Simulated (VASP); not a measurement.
# HfN (Fm-3m) in VASP: single point with r2SCAN

Aim: the single point of HfN with r2SCAN.

Everything below comes from runs of VASP 6.6.1. Logs are shortened: lines on timing, memory, paths and dates and some standing lists are left out, and cuts for length are marked.

### Step 1. The cell of the first run

The structure is cubic, space group Fm-3m (No. 225). Conventional cell: a = 4.525 Å, b = 4.525 Å, c = 4.525 Å, α = 90.00°, β = 90.00°, γ = 90.00°. Within 3.0 Å of Hf (site symmetry m-3m) lie 6 N at 2.26 Å. N (site symmetry m-3m) has 6 Hf at 2.26 Å within 3.0 Å.

### Step 2. Single point, r2SCAN

File POSCAR:

```
HfN
1.0
    3.1999394435      0.0000000000      0.0000000000
   -1.5999697218      2.7712288487      0.0000000000
    1.5999697218      0.9237429496      2.6127396148
Hf N
1 1
Direct
    0.0000000000      0.0000000000      0.0000000000
    0.0000000000      0.5000000000      0.5000000000
```

File INCAR.step1:

```
SYSTEM = HfN
ALGO = Normal
EDIFF = 1E-4
ENCUT = 520
GGA = PE
ISMEAR = 0
ISYM = 0
LASPH = .TRUE.
LCHARG = .FALSE.
LREAL = .FALSE.
LWAVE = .TRUE.
NBANDS = 14
NELM = 80
PREC = Accurate
SIGMA = 0.1
```

File INCAR.step2:

```
SYSTEM = HfN
ALGO = Normal
EDIFF = 1E-7
ENCUT = 520
ISIF = 2
ISMEAR = 0
ISTART = 1
ISYM = 0
LASPH = .TRUE.
LCHARG = .FALSE.
LMIXTAU = .TRUE.
LREAL = .FALSE.
LWAVE = .FALSE.
METAGGA = R2SCAN
NBANDS = 14
NELM = 80
PREC = Accurate
SIGMA = 0.1
```

File KPOINTS:

```
k-points
0
G
  12 12 13
  0 0 0
```

Potentials or basis: VASP PAW PBE potentials, release 64 (Hf_pv, N).

Run with:

```sh
$ cat potpaw_PBE.64/Hf_pv/POTCAR potpaw_PBE.64/N/POTCAR > POTCAR
$ cp INCAR.step1 INCAR
$ mpirun -np 1 vasp_std > vasp.out
$ cp INCAR.step2 INCAR
$ mpirun -np 1 vasp_std > vasp.out
```

OUTCAR:

```text
SYSTEM = HfN
   EDIFF = 1E-7
   ENCUT = 520
   ISIF = 2
   ISMEAR = 0
   ISTART = 1
   ISYM = 0
   LASPH = .TRUE.
   LREAL = .FALSE.
   METAGGA = R2SCAN
   NELM = 80
   PREC = Accurate

 ion  position               nearest neighbor table
   1  0.000  0.000  0.000-   2 2.26   2 2.26   2 2.26   2 2.26   2 2.26   2 2.26
   2  0.000  0.500  0.500-   1 2.26   1 2.26   1 2.26   1 2.26   1 2.26   1 2.26

IMPORTANT INFORMATION: All symmetrisations will be switched off!
NOSYMM: (Re-)initialisation of all symmetry stuff for point group C_1.

----------------------------------------------------------------------------------------

                                     Primitive cell

  volume of cell :      23.1692

  direct lattice vectors                    reciprocal lattice vectors
     3.199939443  0.000000000  0.000000000     0.312505914  0.180425373 -0.255160010
    -1.599969722  2.771228849  0.000000000     0.000000000  0.360850747 -0.127580005
     1.599969722  0.923742950  2.612739615     0.000000000  0.000000000  0.382740015

  length of vectors
     3.199939443  3.199939444  3.199939444     0.441950102  0.382740015  0.382740015

  position of ions in fractional coordinates (direct lattice)
     0.000000000  0.000000000  0.000000000
     1.000000000  0.500000000  0.500000000

  ion indices of the primitive-cell ions
   primitive index   ion index
                 1           1
                 2           2

----------------------------------------------------------------------------------------

 KPOINTS: k-points

Automatic generation of k-mesh.
 Grid dimensions read from file:
 generate k-points for:   12   12   13

 Generating k-lattice:

  Cartesian coordinates                     Fractional coordinates (reciprocal lattice)
     0.026042159  0.015035448 -0.021263334     0.083333333  0.000000000 -0.000000000
     0.000000000  0.030070896 -0.010631667     0.000000000  0.083333333  0.000000000
     0.000000000  0.000000000  0.029441540     0.000000000  0.000000000  0.076923077

  Length of vectors
     0.036829175  0.031895001  0.029441540

  Shift w.r.t. Gamma in fractional coordinates (k-lattice)
     0.000000000  0.000000000  0.000000000

 -----------------------------------------------------------------------------
|                                                                             |
|           W    W    AA    RRRRR   N    N  II  N    N   GGGG   !!!           |
|           W    W   A  A   R    R  NN   N  II  NN   N  G    G  !!!           |
|           W    W  A    A  R    R  N N  N  II  N N  N  G       !!!           |
|           W WW W  AAAAAA  RRRRR   N  N N  II  N  N N  G  GGG   !            |
|           WW  WW  A    A  R   R   N   NN  II  N   NN  G    G                |
|           W    W  A    A  R    R  N    N  II  N    N   GGGG   !!!           |
|                                                                             |
|     Your reciprocal lattice and k-lattice belong to different lattice       |
|     classes:                                                                |
|                                                                             |
|        The reciprocal lattice is body-centered cubic,                       |
|        whereas your k-lattice is base-centered monoclinic.                  |
|                                                                             |
|     Results are often still useful ...                                      |
|                                                                             |
 -----------------------------------------------------------------------------

 WARNING: IBZKPT: internal override: KBLOWUP is changed to .FALSE.
      ... skipping the blow-up phase ...

 Subroutine IBZKPT returns following result:
 ===========================================

 Found    938 irreducible k-points:

 Following reciprocal coordinates:
            Coordinates               Weight
  0.000000  0.000000  0.000000      1.000000
  0.083333 -0.000000 -0.000000      2.000000
  0.166667 -0.000000 -0.000000      2.000000
  0.250000 -0.000000 -0.000000      2.000000
  0.333333 -0.000000 -0.000000      2.000000
  0.416667 -0.000000  0.000000      2.000000
[... 16 lines left out ...]
  0.250000  0.166667 -0.000000      2.000000
  0.333333  0.166667 -0.000000      2.000000
 [... further k-points ...]
   k-points           NKPTS =    938   k-points in BZ     NKDIM =    938   number of bands    NBANDS=     14
   number of dos      NEDOS =    301   number of ions     NIONS =      2
   total plane-waves  NPLWV =  13824
   dimension x,y,z NGX =    24 NGY =   24 NGZ =   24
   dimension x,y,z NGXF=    48 NGYF=   48 NGZF=   48
   ions per type =               1   1
   NGX,Y,Z   is equivalent  to a cutoff of  12.47, 12.47, 12.47 a.u.
   NGXF,Y,Z  is equivalent  to a cutoff of  24.94, 24.94, 24.94 a.u.
 SYSTEM =  HfN
   PREC   = accura    normal or accurate (medium, high low for compatibility)
   ISTART =      1    job   : 0-new  1-cont  2-samecut
   ICHARG =      0    charge: 1-file 2-atom 10-const
   ISPIN  =      1    spin polarized calculation?
   LNONCOLLINEAR =      F non collinear calculations
   LSORBIT =      F    spin-orbit coupling
   LASPH  =      T    aspherical Exc in radial PAW
   ENCUT  =  520.0 eV  38.22 Ry    6.18 a.u.   5.95  5.95  5.95*2*pi/ulx,y,z
   NELM   =     80;   NELMIN=  2; NELMDL=  0     # of ELM steps
   EDIFF  = 0.1E-06   stopping-criterion for ELM
   LREAL  =      F    real-space projection
   EDIFFG = 0.1E-05   stopping-criterion for IOM
   NSW    =      0    number of steps for IOM
   IBRION =     -1    ionic relax: 0-MD 1-quasi-New 2-CG
   NFREE  =      0    steps in history (QN), initial steepest desc. (CG)
   ISIF   =      2    stress and relaxation
   ISYM   =      0    0-nonsym 1-usesym 2-fastsym
   POTIM  = 0.5000    time-step for ionic-motion
   TEBEG  =    0.0;   TEEND  =   0.0 temperature during run
   PSTRESS=    0.0 pullay stress
   NELECT =      15.0000    total number of electrons
   NUPDOWN=      -1.0000    fix difference up-down
   EMIN   =  10.00;   EMAX   =-10.00  energy-range for DOS
   EFERMI =   0.00;   METHOD = LEGACY
   ISMEAR =     0;   SIGMA  =   0.10  broadening in eV -4-tet -1-fermi 0-gaus
   EFERMI_NEDOS =   21; number of points for ismear=-14 and -15
   IALGO  =     38    algorithm
   IMIX   =      4    mixing-type and parameters
     AMIX     =   0.40;   BMIX     =  1.00
     AMIX_MAG =   1.60;   BMIX_MAG =  1.00
  volume/ion in A,a.u.               =      11.58        78.18
  Fermi-wavevector in a.u.,A,eV,Ry     =   1.416234  2.676295 27.289478  2.005720
  Thomas-Fermi vector in A             =   2.537590
   LORBIT       =      0    0 simple, 1 ext, 2 COOP (PROOUT), +10 PAW based schemes
   METAGGA = R2SCAN    functional components
   LHFCALC =     F    Hartree Fock is set to
   AEXX    =    0.0000 exact exchange contribution
   IVDW    =     0    specifies the selected vdW correction
   LEPSILON=     F    determine dielectric tensor
   LRPA    =     F    only Hartree local field effects (RPA)
 non-spin polarized calculation
 Gauss-broadening in eV      SIGMA  =   0.10
  energy-cutoff  :      520.00
  volume of cell :       23.17
 maximum number of plane-waves:       636
   NGX = 11   NGY = 11   NGZ = 11

 number of electron      15.0000000 magnetization

 Free energy of the ion-electron system (eV)
  ---------------------------------------------------
  ext. energy  EPLUGINS =         0.00000000
  ---------------------------------------------------
  free energy    TOTEN  =       -58.23610278 eV

  energy without entropy =      -58.23284661  energy(sigma->0) =      -58.23447469

 E-fermi :   8.4681     XC(G=0): -13.5326

 val. band max:        8.4673650390   @ k =   0.3333  -0.0000   0.2308
 cond. band min:       8.4764149137   @ k =  -0.2500   0.1667   0.1538
 fundamental gap:      0.0090498747
 Fermi energy:         8.4681246694

 k-point     1 :       0.0000    0.0000    0.0000
  band No.  band energies     occupation
      1     -24.0709      2.00000
      2     -24.0688      2.00000
      3     -24.0625      2.00000
      4     -10.1844      2.00000
      5       5.0636      2.00000
      6       5.0646      2.00000
      7       5.0682      2.00000
      8       8.1514      1.99999
      9       8.1518      1.99999
     10       8.1523      1.99999
     11      10.4826      0.00000
     12      10.4908      0.00000
     13      10.5010      0.00000
     14      18.5249      0.00000

 k-point     2 :       0.0833   -0.0000   -0.0000
  band No.  band energies     occupation
      1     -24.1293      2.00000
      2     -24.0911      2.00000
      3     -24.0892      2.00000
      4      -9.9809      2.00000
      5       3.9065      2.00000
      6       4.8076      2.00000
      7       4.8084      2.00000
      8       7.7838      2.00000
      9       8.7680      0.00002
     10       8.7687      0.00002
     11      10.5999      0.00000
     12      10.6581      0.00000
     13      12.0362      0.00000
     14      19.2423      0.00000

 k-point     3 :       0.1667   -0.0000   -0.0000
  band No.  band energies     occupation
      1     -24.2989      2.00000
      2     -24.1465      2.00000
      3     -24.1445      2.00000
      4      -9.4946      2.00000
      5       2.2054      2.00000
      6       4.4216      2.00000
      7       4.4223      2.00000
      8       6.9397      2.00000
      9      10.1600      0.00000
     10      10.1608      0.00000
     11      10.9341      0.00000
     12      11.1301      0.00000
     13      14.7868      0.00000
     14      19.4404      0.00000
[... 324 lines left out ...]
 k-point    23 :       0.2500    0.1667   -0.0000
  band No.  band energies     occupation
      1     -24.7403      2.00000
      2     -24.3165      2.00000
      3     -24.2696      2.00000
      4      -8.6220      2.00000
      5       1.0937      2.00000
      6       2.8951      2.00000
      7       3.4819      2.00000
      8       6.8120      2.00000
      9      12.8715      0.00000
     10      12.9051      0.00000
     11      13.4602      0.00000
     12      13.7834      0.00000
     13      17.9572      0.00000
     14      19.4389      0.00000

 k-point    24 :       0.3333    0.1667   -0.0000
  band No.  band energies     occupation
      1     -24.7741      2.00000
      2     -24.4308      2.00000
      3     -24.3171      2.00000
      4      -8.7640      2.00000
      5       1.8866      2.00000
      6       2.8337      2.00000
      7       3.5952      2.00000
      8       6.4844      2.00000
      9      13.1258      0.00000
     10      13.4507      0.00000
     11      13.7772      0.00000
     12      14.6253      0.00000
     13      17.6128      0.00000
     14      19.1007      0.00000

 [... further k-points ...]

------------------------ aborting loop because EDIFF is reached ----------------------------------------

  FORCE on cell =-STRESS in cart. coord.  units (eV):
  Direction    XX          YY          ZZ          XY          YZ          ZX
  --------------------------------------------------------------------------------------
  -------------------------------------------------------------------------------------
  Total       -0.3872981     -0.3987470     -0.3743203      0.0099042     -0.0316750     -0.0548582
  in kB      -26.7821672    -27.5738684    -25.8847358      0.6848893     -2.1903670     -3.7935136
  external PRESSURE =     -26.7469238 kB  Pullay stress =       0.0000000 kB

 VOLUME and BASIS-vectors are now :
 -----------------------------------------------------------------------------
  energy-cutoff  :      520.00
  volume of cell :       23.17
      direct lattice vectors                 reciprocal lattice vectors
     3.199939443  0.000000000  0.000000000     0.312505914  0.180425373 -0.255160010
    -1.599969722  2.771228849  0.000000000     0.000000000  0.360850747 -0.127580005
     1.599969722  0.923742950  2.612739615     0.000000000  0.000000000  0.382740015

 POSITION                                       TOTAL-FORCE (eV/Angst)
 -----------------------------------------------------------------------------------
      0.00000      0.00000      0.00000         0.000000     -0.000000     -0.000000
      0.00000      1.84749      1.30637        -0.000000      0.000000      0.000000
 -----------------------------------------------------------------------------------
    total drift:                                0.000000     -0.000000     -0.000000

  FREE ENERGIE OF THE ION-ELECTRON SYSTEM (eV)
  ---------------------------------------------------
  free  energy   TOTEN  =       -58.2361027758 eV

  energy  without entropy=      -58.2328466094  energy(sigma->0) =      -58.23447469
```

It took 11 min on 1 thread of Intel Xeon Platinum 8488C (Sapphire Rapids), shared host; peak memory 0.41 GiB.

What came out:

- Free energy: -58.2361 eV
- Pressure: -2.7 GPa
- Band gap on the k mesh: zero (an odd number of electrons rules out a gap without spin polarisation)

Levels at points of the mesh, in eV from the Fermi level:
| k point | band 5 | band 6 | band 7 | band 8 | band 9 | band 10 |
| --- | --- | --- | --- | --- | --- | --- |
| (0.00, 0.00, 0.00) | -3.40 | -3.40 | -3.40 | -0.32 | -0.32 | -0.32 |
| (0.50, 0.00, 0.00) | -5.91 | -4.12 | -4.11 | -3.85 | 4.13 | 5.54 |
| (0.00, 0.50, 0.00) | -9.29 | -6.61 | -6.60 | 3.38 | 3.77 | 3.77 |
| (0.50, 0.50, 0.00) | -9.29 | -6.61 | -6.60 | 3.38 | 3.77 | 3.77 |

Caveat: the PAW data sets were made with another functional, which shifts forces and pressure a little; spin-orbit coupling is left out, which moves the levels of the heavy elements.
